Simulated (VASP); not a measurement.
Write the native input for VASP 6.6.1 that does the following.

```yaml
Task: single point
Functional: PBE
Potentials_or_basis: VASP PAW PBE potentials, release 64 (Mo_sv)
Cutoff: 520 eV
k_mesh: 16 × 16 × 9
Occupations: fermi-dirac, width 0.05 eV
Spin: no spin polarisation
Dipole_correction: no
Further_INCAR_settings: ALGO = Normal; EDIFF = 1e-07; NBANDS = 21
```

The structure of Mo lies in POSCAR:

```
Mo
1.0
    2.6744950365      0.0000000000      0.0000000000
   -1.3372475182      2.3161806439      0.0000000000
    0.0000000000      0.0000000000      4.6747936311
Mo
2
Direct
    0.3333333333      0.6666666667      0.2500000000
    0.6666666667      0.3333333333      0.7500000000
```

The input as run:

INCAR

```
SYSTEM = Mo
PREC = Accurate
ENCUT = 520
EDIFF = 1E-7
ISMEAR = -1
SIGMA = 0.05
LREAL = .False.
LASPH = .True.
NELM = 100
ALGO = Normal
ISIF = 2
LWAVE = .False.
LCHARG = .False.
GGA = PE
NBANDS = 21
```

KPOINTS

```
regular mesh
0
Gamma
  16 16 9
  0 0 0
```

Potentials or basis: VASP PAW PBE potentials, release 64 (Mo_sv).

Command:

```bash
$ cat potpaw_PBE.64/Mo_sv/POTCAR > POTCAR
$ mpirun -np 1 vasp_std > vasp.out
```

It gave:

```yaml
Pressure: 31.7 GPa
Band_gap_on_the_k_mesh: zero (band 14 reaches 15.09 eV, above the bottom of band 15 at 12.80 eV)
```

Wall time 38 s on 1 thread of Intel(R) Xeon(R) Platinum 8488C (Sapphire Rapids), on a shared host, peak memory 0.18 GiB.
